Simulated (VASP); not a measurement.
Wanted: the native input for a VASP 6.6.1 run.

| Quantity | Value |
| --- | --- |
| Task | single point |
| Functional | PBE |
| Potentials or basis | VASP PAW PBE potentials, release 64 (Si, Sn_d) |
| Cutoff | 520 eV |
| k mesh | 4 × 4 × 4 |
| Occupations | gaussian, width 0.1 eV |
| Spin | no spin polarisation |
| Dipole correction | no |
| Further INCAR settings | ALGO = Normal; EDIFF = 1e-06; NBANDS = 23 |

The structure of Si4Sn lies in POSCAR:

```
Si4Sn
1.0
   -2.7659720800      2.7659720800      2.7659720800
    2.7659720800     -2.7659720800      2.7659720800
    2.7659720800      2.7659720800     -2.7659720800
Si Sn
4 1
Direct
    0.5000000000      0.5000000000      0.5000000000
    0.5000000000      0.0000000000      0.0000000000
    0.0000000000      0.0000000000      0.5000000000
    0.0000000000      0.5000000000      0.0000000000
    0.0000000000      0.0000000000      0.0000000000
```

One way to write it, as run:

INCAR

```
SYSTEM = Si4Sn
PREC = Accurate ; ENCUT = 520
EDIFF = 1E-6 ; ISMEAR = 0
SIGMA = 0.1 ; LREAL = .False.
LASPH = .True. ; NELM = 60
ALGO = Normal ; ISIF = 2
LWAVE = .False. ; LCHARG = .True.
GGA = PE ; LELF = .True.
LVHAR = .True. ; NBANDS = 23
```

KPOINTS

```
regular mesh
0
Gamma
  4 4 4
  0 0 0
```

Potentials or basis: VASP PAW PBE potentials, release 64 (Si, Sn_d).

Launch:

```sh
$ cat potpaw_PBE.64/Si/POTCAR potpaw_PBE.64/Sn_d/POTCAR > POTCAR
$ mpirun -np 1 vasp_std > vasp.out
```

It gave:

```yaml
Pressure: 32.5 GPa
Band_gap_on_the_k_mesh: zero (band 15 reaches 9.95 eV, above the bottom of band 16 at 6.32 eV)
```

Caveat: the k points lie up to 0.40 Å⁻¹ apart; spin-orbit coupling is left out, which moves the levels of the heavy elements.

It took 12 s on 1 thread of Intel(R) Xeon(R) 6975P-C (Granite Rapids), on a shared host, peak memory 0.2 GiB.
